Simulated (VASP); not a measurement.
# Sn2Bi2Te in VASP: single point with PBE

Aim: the single point of Sn2Bi2Te with PBE.

All numbers are computed with VASP 6.6.1; they aren't measurements. Logs are shortened: lines on timing, memory, paths and dates and some standing lists are left out, and cuts for length are marked.

## Step 1: The cell of the first run

The typed cell holds 10 atoms: a = 4.345 Å, b = 4.345 Å, c = 20.065 Å, α = 90.00°, β = 90.00°, γ = 120.00°.

## Step 2: Single point, PBE

The input, INCAR:

```
  PREC = Accurate
  ENCUT = 520
  EDIFF = 1E-6
  ISMEAR = 0
  SIGMA = 0.2
  LREAL = F
  LASPH = T
  NELM = 80
  ALGO = Fast
  ISIF = 2
  LWAVE = F
  LCHARG = F
  GGA = PE
  NBANDS = 75
```

The input, KPOINTS:

```
Automatic mesh
0
Gamma
  6 6 1
```

The input, POSCAR:

```
Sn2Bi2Te
1.0
    4.3446221363     -0.0003269216      0.0001730668
   -2.1725850070      3.7629495914     -0.0002356668
   -0.0014746089      0.0008242689     20.0647314122
Sn Bi Te
4 4 2
Direct
    0.3332250871      0.6667441771      0.0978051026
    0.3331608223      0.6666570210      0.5978149746
    0.6665722673      0.3332844288      0.4021965842
    0.6665942589      0.3334459555      0.9021816852
    0.3334046122      0.6666155745      0.3016137288
    0.3333801563      0.6667065290      0.8016246869
    0.6666844503      0.3333081111      0.1983930826
    0.6666277318      0.3333213579      0.6983742070
    0.0001928033      0.0000063161      0.0000132755
    0.0001578105     -0.0000894709      0.4999826727
```

Potentials or basis: VASP PAW PBE potentials, release 64 (Sn_d, Bi_d, Te).

The run is started by

```
$ cat potpaw_PBE.64/Sn_d/POTCAR potpaw_PBE.64/Bi_d/POTCAR potpaw_PBE.64/Te/POTCAR > POTCAR
$ mpirun -np 1 vasp_std > vasp.out
```

OUTCAR:

```text
PREC = Accurate
   ENCUT = 520
   EDIFF = 1E-6
   ISMEAR = 0
   LREAL = F
   LASPH = T
   NELM = 80
   ISIF = 2
   GGA = PE

 ion  position               nearest neighbor table
   1  0.333  0.667  0.098-   9 3.18   9 3.18   9 3.19   7 3.22   7 3.22   7 3.22
   2  0.333  0.667  0.598-  10 3.18  10 3.19  10 3.19   8 3.22   8 3.22   8 3.22
   3  0.667  0.333  0.402-  10 3.18  10 3.18  10 3.19   5 3.22   5 3.22   5 3.22
   4  0.667  0.333  0.902-   9 3.18   9 3.18   9 3.19   6 3.22   6 3.22   6 3.22
   5  0.333  0.667  0.302-   3 3.22   3 3.22   3 3.22   7 3.25   7 3.25   7 3.25
   6  0.333  0.667  0.802-   4 3.22   4 3.22   4 3.22   8 3.25   8 3.25   8 3.25
   7  0.667  0.333  0.198-   1 3.22   1 3.22   1 3.22   5 3.25   5 3.25   5 3.25
   8  0.667  0.333  0.698-   2 3.22   2 3.22   2 3.22   6 3.25   6 3.25   6 3.25
   9  0.000  0.000  0.000-   1 3.18   4 3.18   4 3.18   1 3.18   1 3.19   4 3.19
  10  0.000  1.000  0.500-   3 3.18   2 3.18   3 3.18   2 3.19   3 3.19   2 3.19

  LATTYP: Found a base centered monoclinic cell.
 ALAT       =    40.8292552202
 B/A-ratio  =     0.1064076571
 C/A-ratio  =     0.4914302594
 COS(beta)  =    -0.9828660254

  Lattice vectors:

 A1 = (   2.1740596159,  -3.7637738603, -20.0644957454)
 A2 = (   4.3460967452,  -0.0011511905, -20.0645583454)
 A3 = (  -0.0014746089,   0.0008242689,  20.0647314122)

Analysis of symmetry for initial positions (statically):
=====================================================================
 Subroutine PRICEL returns:
 Original cell was already a primitive cell.

 Routine SETGRP: Setting up the symmetry group for a
 base centered monoclinic supercell.

 Subroutine GETGRP returns: Found  1 space group operations
 (whereof  1 operations were pure point group operations)
 out of a pool of  4 trial point group operations.

The static configuration has the point symmetry C_1 .

Analysis of symmetry for dynamics (positions and initial velocities):
=====================================================================
 Subroutine PRICEL returns:
 Original cell was already a primitive cell.

 Routine SETGRP: Setting up the symmetry group for a
 base centered monoclinic supercell.

 Subroutine GETGRP returns: Found  1 space group operations
 (whereof  1 operations were pure point group operations)
 out of a pool of  4 trial point group operations.

The dynamic configuration has the point symmetry C_1 .

 Subroutine INISYM returns: Found  1 space group operations
[... 134 lines left out ...]
   ISYM   =      2    0-nonsym 1-usesym 2-fastsym
   POTIM  = 0.5000    time-step for ionic-motion
   TEBEG  =    0.0;   TEEND  =   0.0 temperature during run
   PSTRESS=    0.0 pullay stress
   NELECT =     128.0000    total number of electrons
   NUPDOWN=      -1.0000    fix difference up-down
   EMIN   =  10.00;   EMAX   =-10.00  energy-range for DOS
   EFERMI =   0.00;   METHOD = LEGACY
   ISMEAR =     0;   SIGMA  =   0.20  broadening in eV -4-tet -1-fermi 0-gaus
   EFERMI_NEDOS =   21; number of points for ismear=-14 and -15
   IALGO  =     68    algorithm
   IMIX   =      4    mixing-type and parameters
     AMIX     =   0.40;   BMIX     =  1.00
     AMIX_MAG =   1.60;   BMIX_MAG =  1.00
  volume/ion in A,a.u.               =      32.80       221.36
  Fermi-wavevector in a.u.,A,eV,Ry     =   1.196318  2.260713 19.472332  1.431176
  Thomas-Fermi vector in A             =   2.332261
   LORBIT       =      0    0 simple, 1 ext, 2 COOP (PROOUT), +10 PAW based schemes
   GGA     = PE    functional components
   LHFCALC =     F    Hartree Fock is set to
   AEXX    =    0.0000 exact exchange contribution
   IVDW    =     0    specifies the selected vdW correction
   LEPSILON=     F    determine dielectric tensor
   LRPA    =     F    only Hartree local field effects (RPA)
 non-spin polarized calculation
 RMM-DIIS sequential band-by-band and
 Gauss-broadening in eV      SIGMA  =   0.20
  energy-cutoff  :      520.00
  volume of cell :      328.02
 maximum number of plane-waves:      8862
   NGX = 17   NGY = 17   NGZ = 75

 number of electron     127.9999970 magnetization

 Free energy of the ion-electron system (eV)
  ---------------------------------------------------
  ext. energy  EPLUGINS =         0.00000000
  ---------------------------------------------------
  free energy    TOTEN  =       -37.47841705 eV

  energy without entropy =      -37.43215191  energy(sigma->0) =      -37.45528448

 E-fermi :   6.4511     XC(G=0):  -9.5668

 val. band max:        6.4451312759   @ k =  -0.3333   0.3333   0.0000
 cond. band min:       6.6459341469   @ k =   0.0000   0.0000   0.0000
 fundamental gap:      0.2008028709
 Fermi energy:         6.4510781026

 k-point     1 :       0.0000    0.0000    0.0000
  band No.  band energies     occupation
      1     -16.3082      2.00000
      2     -16.3081      2.00000
      3     -16.3077      2.00000
      4     -16.3076      2.00000
      5     -16.2477      2.00000
      6     -16.2477      2.00000
[... 1549 lines left out ...]
     74       9.9817      0.00000
     75      10.1457      0.00000

------------------------ aborting loop because EDIFF is reached ----------------------------------------

  FORCE on cell =-STRESS in cart. coord.  units (eV):
  Direction    XX          YY          ZZ          XY          YZ          ZX
  --------------------------------------------------------------------------------------
  -------------------------------------------------------------------------------------
  Total       -0.1132365     -0.1174220     -0.1200279      0.0028439     -0.0013738     -0.0013364
  in kB       -0.5530982     -0.5735418     -0.5862703      0.0138908     -0.0067104     -0.0065278
  external PRESSURE =      -0.5709701 kB  Pullay stress =       0.0000000 kB

 VOLUME and BASIS-vectors are now :
 -----------------------------------------------------------------------------
  energy-cutoff  :      520.00
  volume of cell :      328.02
      direct lattice vectors                 reciprocal lattice vectors
     4.344622136 -0.000326922  0.000173067     0.230179614  0.132897018  0.000011457
    -2.172585007  3.762949591 -0.000235667     0.000019998  0.265760521 -0.000010916
    -0.001474609  0.000824269 20.064731412    -0.000001985  0.000001975  0.049838693

 POSITION                                       TOTAL-FORCE (eV/Angst)
 -----------------------------------------------------------------------------------
     -0.00097      2.50890      1.96233         0.001082     -0.000363     -0.000038
     -0.00179      2.50898     11.99490         0.001052     -0.000059      0.000001
      2.17132      1.25425      8.07000         0.000591      0.000061      0.000035
      2.17033      1.25527     18.10207         0.000738     -0.000435      0.000095
     -0.00021      2.50858      6.05170        -0.000191      0.000168     -0.000732
     -0.00125      2.50933     16.08428        -0.000146      0.000093     -0.000720
      2.17206      1.25417      3.98074        -0.000245      0.000091      0.000476
      2.17105      1.25463     14.01273         0.000028     -0.000031      0.000580
      0.00082      0.00002      0.00027        -0.001441      0.000220     -0.000367
     -2.17244      3.76302     10.03178        -0.001468      0.000256      0.000670
 -----------------------------------------------------------------------------------
    total drift:                                0.000079      0.000079      0.000006

  FREE ENERGIE OF THE ION-ELECTRON SYSTEM (eV)
  ---------------------------------------------------
  free  energy   TOTEN  =       -37.4784170469 eV

  energy  without entropy=      -37.4321519075  energy(sigma->0) =      -37.45528448
```

Wall time 10 min (1 thread of Intel Xeon Platinum 8488C (Sapphire Rapids), shared host); peak memory 0.64 GiB.

What came out:

```
Free energy            : -37.4784 eV
Pressure               : -0.1 GPa
Band gap on the k mesh : zero (band 64 reaches 7.29 eV, above the bottom of band 65 at 5.91 eV)
```

Levels at points of the mesh, in eV from the Fermi level:
```
           k point  band 62  band 63  band 64  band 65  band 66  band 67  band 68  band 69
(0.00, 0.00, 0.00)     0.19     0.48     0.84     0.84     1.17     1.17     1.56     1.80
(0.50, 0.00, 0.00)    -1.36    -0.97    -0.27    -0.25     0.32     0.76     1.37     1.44
(0.00, 0.50, 0.00)    -1.36    -0.97    -0.27    -0.25     0.33     0.76     1.37     1.44
(0.50, 0.50, 0.00)    -1.36    -0.97    -0.27    -0.25     0.33     0.76     1.37     1.44
```

Caveat: spin-orbit coupling is left out, which moves the levels of the heavy elements.
